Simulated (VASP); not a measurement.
A run of VASP 6.6.1 is set up as follows.

The input INCAR:

```
SYSTEM = ZrB
ALGO = Normal ; EDIFF = 1E-6
ENCUT = 520 ; GGA = PE
ISIF = 2 ; ISMEAR = 0
LASPH = .True. ; LCHARG = .False.
LREAL = .False. ; LWAVE = .False.
NBANDS = 14 ; NELM = 60
PREC = Accurate ; SIGMA = 0.15
```

KPOINTS

```
k-points
0
Gamma
  18 18 18
  0 0 0
```

The input POSCAR:

```
ZrB
1.0
    0.0000000000      2.3250000000      2.3250000000
    2.3250000000      0.0000000000      2.3250000000
    2.3250000000      2.3250000000      0.0000000000
Zr B
1 1
Direct
    0.0000000000      0.0000000000      0.0000000000
    0.6075268817      0.6075268817      0.3924731183
```

Potentials or basis: VASP PAW PBE potentials, release 64 (Zr_sv, B).

Command:

```bash
$ cat potpaw_PBE.64/Zr_sv/POTCAR potpaw_PBE.64/B/POTCAR > POTCAR
$ mpirun -np 1 vasp_std > vasp.out
```

**Question.** Estimate the largest force.

**Answer.** 8.487 eV/Å.

**Question.** What does it give for the pressure?

**Answer.** 49.6 GPa.

Stress tensor (GPa, compression positive):
```
28.78  0.00  0.00
 0.00 28.78  0.00
 0.00  0.00 91.33
```

Caveat: the cell differs from its parent crystal (all B atoms moved -0.500 Å, as atom 2 towards its neighbour atom 1 (Zr) at 2.325 Å); forces of over 1 eV/Å act on the atoms, so gaps and moduli don't describe the material at rest.
